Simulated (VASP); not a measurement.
Input of a VASP 6.6.1 run:

Contents of INCAR:

```
SYSTEM = TiO2
PREC = Accurate
ENCUT = 520
EDIFF = 1E-6
ISMEAR = 0
SIGMA = 0.02
LREAL = .False.
LASPH = .True.
NELM = 60
ALGO = Normal
ISIF = 2
LWAVE = .False.
LCHARG = .True.
GGA = PS
LELF = .True.
LVHAR = .True.
NBANDS = 33
```

Contents of KPOINTS:

```
Automatic mesh
0
Gamma
  10 10 10
  0 0 0
```

Contents of POSCAR:

```
TiO2
1.0
   -1.8843961947      1.8843961947      4.7791519191
    1.8843961947     -1.8843961947      4.7791519191
    1.8843961947      1.8843961947     -4.7791519191
Ti O
2 4
Direct
    0.0000000000      0.0000000000      0.0000000000
    0.7500000000      0.2500000000      0.5000000000
    0.9574304757      0.4574304757      0.5000000000
    0.2074304757      0.2074304757      0.0000000000
    0.5425695243      0.0425695243      0.5000000000
    0.7925695243      0.7925695243      0.0000000000
```

Potentials or basis: VASP PAW PBE potentials, release 64 (Ti_sv, O).

Launch:

```console
$ cat potpaw_PBE.64/Ti_sv/POTCAR potpaw_PBE.64/O/POTCAR > POTCAR
$ mpirun -np 1 vasp_std > vasp.out
```

Task: Estimate the pressure.

Result: 0.7 GPa.

Task: Estimate the largest force.

Result: 0.021 eV/Å.

Task: Predict the band gap on the k mesh.

Result: 2.10 eV (least direct gap 2.42 eV).

Forces in eV/Å, atoms in the order of the input:
```
Ti   0.000  0.000  0.000
Ti   0.000  0.000  0.000
O    0.000  0.000  0.021
O    0.000  0.000  0.021
O    0.000  0.000 -0.021
O    0.000  0.000 -0.021
```

Caveat: the PAW data sets were made with another functional, which shifts forces and pressure a little. A k mesh can miss the band edges.
